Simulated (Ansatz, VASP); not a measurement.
**MoH3 in VASP and in Ansatz**

```
H Mo
1.0
     2.88558    0.00000    0.00000
    -1.44279    2.49899    0.00000
     0.00000    0.00000    3.84070
H Mo
3 1
Direct
  0.33333 0.66667 0.25477
  0.33333 0.66667 0.74523
  0.00000 0.00000 0.00000
  0.00000 0.00000 0.50000
```

Alike in both runs: task single point; functional PBE; k mesh 6 × 6 × 4; occupations gaussian, width 0.1 eV; collinear spin.

|  | VASP | Ansatz |
| --- | --- | --- |
| version | VASP 6.6.1 | Ansatz 0.2.0 |
| potentials or method | VASP PAW PBE potentials, release 64 (H, Mo_sv), cutoff 520 eV | scalar-relativistic, plane waves, PAW |
| valence electrons in the cell | 17 | 17 |

VASP gave:

```
gap on the k mesh at the Fermi level (eV)                     : none
pressure (GPa)                                                : 1.4
traceless stress, the component that is largest in VASP (GPa) : 2.78
rms of the force components (eV/Å)                            : 0.050
net moment per atom (μB)                                      : 0.03
size of the moment on the site where the two differ most (μB) : 0.11
```

Task: What did Ansatz give for the same quantities?

Result: gap on the k mesh at the Fermi level (eV): none; pressure (GPa): 1.4; traceless stress, the component that is largest in VASP (GPa): 2.83; rms of the force components (eV/Å): 0.047; net moment per atom (μB): 0.03; size of the moment on the site where the two differ most (μB): 0.06.

Site moments also hang on the region over which each program counts them. Atom by atom the forces differ by 0.003 eV/Å (rms over components). A gap of «none» marks a metal or a gap that the smearing closes. With one functional, cell and mesh, what is left measures potentials, basis and numerics.

The k mesh is coarse, so the values compare programs but aren't converged.
